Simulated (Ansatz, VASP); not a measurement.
# Two plane-wave programs on InSb

INCAR

```
SYSTEM = InSb
PREC     = Accurate       ! precision mode
ENCUT    = 520            ! plane-wave cutoff, eV
EDIFF    = 1E-7           ! SCF threshold, eV
ISMEAR   = 0              ! smearing method
SIGMA    = 0.15           ! smearing width, eV
LREAL    = .False.        ! projectors in reciprocal space
LASPH    = .True.         ! aspherical terms in the spheres
NELM     = 100            ! most SCF steps
ALGO     = Normal         ! electronic algorithm
ISIF     = 2              ! what is computed and relaxed
LWAVE    = .False.        ! write WAVECAR
LCHARG   = .True.         ! write CHGCAR
GGA      = PS             ! functional
LELF     = .True.         ! ELF
LVHAR    = .True.       
NBANDS   = 16             ! bands
```

File KPOINTS:

```
Automatic mesh
0
Gamma
  12 12 12
  0 0 0
```

File POSCAR:

```
InSb
1.0
    0.0000000000      3.2391000000      3.4982280000
    3.2391000000      0.0000000000      3.4982280000
    3.2391000000      3.2391000000      0.0000000000
In Sb
1 1
Direct
    0.0000000000      0.0000000000      0.0000000000
    0.7500000000      0.7500000000      0.7500000000
```

Input for Ansatz:

```yaml
crystal:
  lattice:
    - [0.0, 3.2391, 3.498228]
    - [3.2391, 0.0, 3.498228]
    - [3.2391, 3.2391, 0.0]
  atoms:
    - { symbol: In, position: [0.0, 0.0, 0.0] }
    - { symbol: Sb, position: [0.75, 0.75, 0.75] }
basis:
  ecutwfc: 420
kpoints:
  mp_grid: { grid: [12, 12, 12] }
hamiltonian:
  xc: pbesol
scf:
  occupations: { method: gaussian, width: 0.15 }
output:
  forces: true
  stress: true
  eigenvalues: true
```

Change from the starting cell: strain +0.000 along x and y, +0.080 along z, atoms carried along.

Alike in both runs: task single point; functional PBEsol; k mesh 12 × 12 × 12; occupations gaussian, width 0.15 eV; no spin polarisation.

|  | VASP | Ansatz |
| --- | --- | --- |
| version | VASP 6.6.1 | Ansatz 0.2.0 |
| potentials or method | VASP PAW PBE potentials, release 64 (In_d, Sb), cutoff 520 eV | scalar-relativistic, plane waves, PAW |
| valence electrons in the cell | 18 | 28 |

```csv
,VASP,Ansatz,Ansatz less VASP
gap on the k mesh at the Fermi level (eV),none,none,-
pressure (GPa),-2.2,-2.2,-0.01
"traceless stress, the component that is largest in VASP (GPa)",-1.61,-1.61,0.000
```

VASP's potentials were made for PBE, not for PBEsol. A gap of «none» marks a metal or a gap that the smearing closes. VASP's potentials hold 18 valence electrons a cell and Ansatz's 28, so a difference there can come from the potentials and not from the codes.

Spin-orbit coupling is off throughout.
